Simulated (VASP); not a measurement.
Here is a VASP 6.6.1 calculation.

File INCAR:

```
SYSTEM = PbF2
PREC = Accurate
ENCUT = 520
EDIFF = 1E-6
ISMEAR = 0
SIGMA = 0.01
LREAL = .False.
LASPH = .True.
NELM = 80
ALGO = Normal
ISIF = 2
LWAVE = .False.
LCHARG = .False.
GGA = PS
NBANDS = 21
```

The input KPOINTS:

```
regular mesh
0
Gamma
  6 6 6
  0 0 0
```

The input POSCAR:

```
PbF2
1.0
    0.0000000000      2.9251799565      2.9251799565
    2.9251799565      0.0000000000      2.9251799565
    2.9251799565      2.9251799565      0.0000000000
Pb F
1 2
Direct
    0.0000000000      0.0000000000      0.0000000000
    0.2500000000      0.2500000000      0.2500000000
    0.7500000000      0.7500000000      0.7500000000
```

Potentials or basis: VASP PAW PBE potentials, release 64 (Pb_d, F).

Command:

```console
$ cat potpaw_PBE.64/Pb_d/POTCAR potpaw_PBE.64/F/POTCAR > POTCAR
$ mpirun -np 1 vasp_std > vasp.out
```

Question: Estimate the band gap on the k mesh.

Answer: 4.32 eV (least direct gap 4.45 eV).

Question: What does it give for the pressure?

Answer: 1.8 GPa.

Caveat: the PAW data sets were made with another functional, which shifts forces and pressure a little; spin-orbit coupling is left out, which moves the levels of the heavy elements. A k mesh can miss the band edges.
